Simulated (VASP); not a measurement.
Runs of VASP 6.6.1 on Ca. The structure is that of space group P4/mmm (No. 123), or close to it. The cells are those of the table. 

| task | cell | k mesh | cutoff (eV) | gap on the mesh (eV) | pressure (GPa) | relaxed volume (Å³/atom) |
| --- | --- | --- | --- | --- | --- | --- |
| relaxation of cell and atoms | relaxed from a = 7.244, b = 7.244, c = 3.384 Å, 4 atoms | 6 × 6 × 14 | 600 | none | 0.0 | 42.83 |
| single point | a = 6.811, b = 6.811, c = 3.685 Å, 4 atoms | 8 × 8 × 12 | 520 | none | 0.0 | - |
| relaxation of cell and atoms | relaxed from a = 6.808, b = 6.808, c = 3.682 Å, 4 atoms | 8 × 8 × 12 | 600 | none | 0.0 | (a) |
| single point | a = 7.244, b = 7.244, c = 3.384 Å, 4 atoms | 4 × 4 × 6 | 520 | none | 0.0 | - |

Alike in all rows: level PBE; potentials or basis VASP PAW PBE potentials, release 64 (Ca_sv); no spin polarisation; smearing gaussian 0.1 eV.

Problem. Fill in the values left out.

Solution. (a) 42.96.

A gap of «none» marks levels without a gap at the run's occupations.
